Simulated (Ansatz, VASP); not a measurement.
Two plane-wave programs on AlAs3

```
CELL_PARAMETERS angstrom
5.25893 0.00000 0.00000
-2.62947 4.55437 0.00000
0.00000 0.00000 7.30174
ATOMIC_POSITIONS crystal
Al 0.66667 0.33333 0.25000
Al 0.33333 0.66667 0.75000
As 0.27510 0.27510 0.00000
As 0.72490 0.72490 0.50000
As 0.27510 0.00000 0.50000
As 0.00000 0.72490 0.00000
As 0.72490 0.00000 0.00000
As 0.00000 0.27510 0.50000
```

Change from the starting cell: species swapped into the PI3 type (P6_3, No. 173).

Alike in both runs: task relaxation of cell and atoms; functional PBE; k mesh 12 × 12 × 6; occupations gaussian, width 0.1 eV; no spin polarisation.

|  | VASP | Ansatz |
| --- | --- | --- |
| version | VASP 6.6.1 | Ansatz 0.2.0 |
| potentials or method | VASP PAW PBE potentials, release 64 (Al, As), cutoff 600 eV | scalar-relativistic, plane waves, PAW |
| valence electrons in the cell | 36 | 96 |

Ansatz gave:

* gap on the k mesh at the Fermi level, each at its own relaxed structure (eV): none
* relaxed volume (Å³/atom): 21.92
* relaxed length of the cell vector where the two differ most in proportion (Å): 7.276

Problem. Estimate VASP's values.

Solution. gap on the k mesh at the Fermi level, each at its own relaxed structure (eV): none; relaxed volume (Å³/atom): 21.95; relaxed length of the cell vector where the two differ most in proportion (Å): 7.280.

A gap of «none» marks a metal or a gap that the smearing closes. VASP's potentials hold 36 valence electrons a cell and Ansatz's 96, so a difference there can come from the potentials and not from the codes.
